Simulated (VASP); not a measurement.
# Sc12Pd: single point with LDA

Sc12Pd, a slab with vacuum:

```
Sc Pd
1.0
     6.62000    0.00000    0.00000
     3.31000    5.73309    0.00000
     0.00000    0.00000   18.27614
Sc Pd
12 1
Direct
  0.00000 0.00000 0.05472
  0.50000 0.00000 0.05472
  0.00000 0.50000 0.05472
  0.50000 0.50000 0.05472
  0.83810 0.32340 0.18514
  0.33183 0.33602 0.18137
  0.82830 0.84115 0.18735
  0.33028 0.84108 0.18738
  0.01098 0.97753 0.32650
  0.48547 0.02848 0.32456
  0.99775 0.49996 0.31332
  0.50169 0.49990 0.31340
  0.28690 0.42521 0.41008
```

```
Program             : VASP 6.6.1
Task                : single point
Functional          : LDA
Potentials or basis : VASP PAW LDA potentials, release 64 (Sc_sv, Pd)
Cutoff              : 520 eV
k mesh              : 3 × 3 × 1
Occupations         : fermi-dirac, width 0.15 eV
Spin                : no spin polarisation
```

| Property | Result |
| --- | --- |
| Largest force | 0.153 eV/Å |
| Band gap on the k mesh | zero (bands 71 and 72 overlap by 0.13 eV) |

Forces in eV/Å, atoms in the order of the input:
```
Sc  -0.001 -0.017  0.003
Sc  -0.001  0.013 -0.050
Sc  -0.047  0.028  0.006
Sc   0.044  0.027  0.006
Sc   0.001  0.003  0.005
Sc   0.001  0.004  0.001
Sc   0.003  0.004  0.002
Sc  -0.002  0.005  0.001
Sc   0.000  0.022  0.006
Sc   0.000 -0.010 -0.005
Sc  -0.049  0.017 -0.036
Sc   0.051  0.018 -0.038
Pd   0.001 -0.114  0.102
```

Levels at points of the mesh, in eV from the Fermi level:
```tsv
k point	band 67	band 68	band 69	band 70	band 71	band 72	band 73	band 74	band 75	band 76
(0.00, 0.00, 0.00)	-0.32	-0.31	-0.29	-0.27	-0.23	-0.16	0.13	0.54	0.59	0.60
```

It took 18 min on 1 thread of Intel(R) Xeon(R) Platinum 8259CL CPU @ 2.50GHz (Skylake/Cascade Lake) (shared host), peak memory 0.65 GiB.

Caveat: the k points lie up to 0.37 Å⁻¹ apart.
